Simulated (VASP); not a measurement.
Write the native input for VASP 6.6.1 that does the following.

```
Task                   : single point
Functional             : PBE
Potentials or basis    : VASP PAW PBE potentials, release 64 (K_sv, F)
Cutoff                 : 520 eV
k mesh                 : 8 × 8 × 8
Occupations            : gaussian, width 0.05 eV
Spin                   : no spin polarisation
Dipole correction      : no
Further INCAR settings : ALGO = Normal; EDIFF = 1e-06; NBANDS = 15
```

The structure of KF lies in POSCAR:

```
KF
1.0
    0.1183328165      2.7995899873      2.7995899873
    2.7995899873      0.1183328165      2.7995899873
    2.7995899873      2.7995899873      0.1183328165
K F
1 1
Direct
    0.0000000000      0.0000000000      0.0000000000
    0.5000000000      0.5000000000      0.5000000000
```

These files were run (other wordings do the same):

INCAR

```
SYSTEM = KF
  ALGO = Normal
  EDIFF = 1E-6
  ENCUT = 520
  GGA = PE
  ISIF = 2
  ISMEAR = 0
  LASPH = .True.
  LCHARG = .False.
  LREAL = .False.
  LWAVE = .False.
  NBANDS = 15
  NELM = 100
  PREC = Accurate
  SIGMA = 0.05
```

KPOINTS

```
k-points
0
Gamma
  8 8 8
  0 0 0
```

Potentials or basis: VASP PAW PBE potentials, release 64 (K_sv, F).

Command:

```sh
$ cat potpaw_PBE.64/K_sv/POTCAR potpaw_PBE.64/F/POTCAR > POTCAR
$ mpirun -np 1 vasp_std > vasp.out
```

Results of the run:

- Pressure: -0.9 GPa
- Band gap on the k mesh: 5.75 eV

Wall time 64 s on 1 thread of Intel Xeon 8259CL, with other jobs on the host, peak memory 0.19 GiB.
